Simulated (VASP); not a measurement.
**GaB3: single point with PBE**

GaB3:

```
Ga B
1.0
     2.70663   -2.98354    0.00000
     2.70663    2.98354    0.00000
     0.00000    0.00000    2.89363
Ga B
1 3
Direct
  0.50000 0.50000 0.50000
  0.14069 0.85931 0.50000
  0.85931 0.14069 0.50000
  0.00000 0.00000 0.00000
```

```json
{
  "Program": "VASP 6.6.1",
  "Task": "single point",
  "Functional": "PBE",
  "Potentials or basis": "VASP PAW PBE potentials, release 64 (Ga_d, B)",
  "Cutoff": "520 eV",
  "k mesh": "4 × 4 × 6",
  "Occupations": "gaussian, width 0.1 eV",
  "Spin": "no spin polarisation"
}
```

```yaml
Pressure: 0.1 GPa
Largest_force: 0.007 eV/Å
Band_gap_on_the_k_mesh: zero (band 11 reaches 6.94 eV, above the bottom of band 12 at 3.37 eV)
```

Forces on the atoms (eV/Å):
```
Ga   0.000  0.000  0.000
B    0.000 -0.007  0.000
B    0.000  0.007  0.000
B    0.000  0.000  0.000
```

Stress tensor (GPa, compression positive):
```
-0.02  0.00  0.00
 0.00  0.09  0.00
 0.00  0.00  0.10
```

Levels at points of the mesh, in eV from the Fermi level:
| k point | band 7 | band 8 | band 9 | band 10 | band 11 | band 12 | band 13 | band 14 | band 15 | band 16 |
| --- | --- | --- | --- | --- | --- | --- | --- | --- | --- | --- |
| (0.00, 0.00, 0.00) | -6.84 | -5.39 | -3.91 | -3.53 | -0.25 | 2.09 | 2.47 | 4.85 | 5.67 | 6.17 |
| (0.50, 0.00, 0.00) | -9.27 | -3.92 | -3.65 | -3.37 | -1.18 | 0.92 | 4.75 | 4.82 | 6.46 | 6.76 |
| (0.50, 0.50, 0.00) | -7.81 | -7.17 | -6.31 | -3.28 | 2.41 | 3.15 | 4.89 | 5.72 | 6.45 | 8.01 |
| (0.00, 0.00, 0.50) | -8.80 | -4.85 | -2.75 | -2.15 | -0.44 | -0.11 | 1.36 | 1.71 | 5.69 | 7.09 |
| (0.50, 0.00, 0.50) | -8.22 | -6.07 | -4.22 | -2.49 | -0.70 | 0.20 | 3.14 | 3.14 | 3.45 | 6.66 |
| (0.50, 0.50, 0.50) | -7.93 | -4.77 | -4.11 | -3.84 | -3.34 | -0.96 | -0.09 | 4.76 | 6.78 | 9.66 |

It took 11 s on 1 thread of Intel(R) Xeon(R) Platinum 8559C (Emerald Rapids) (shared host), peak memory 0.16 GiB.

Caveat: the k points lie up to 0.39 Å⁻¹ apart.
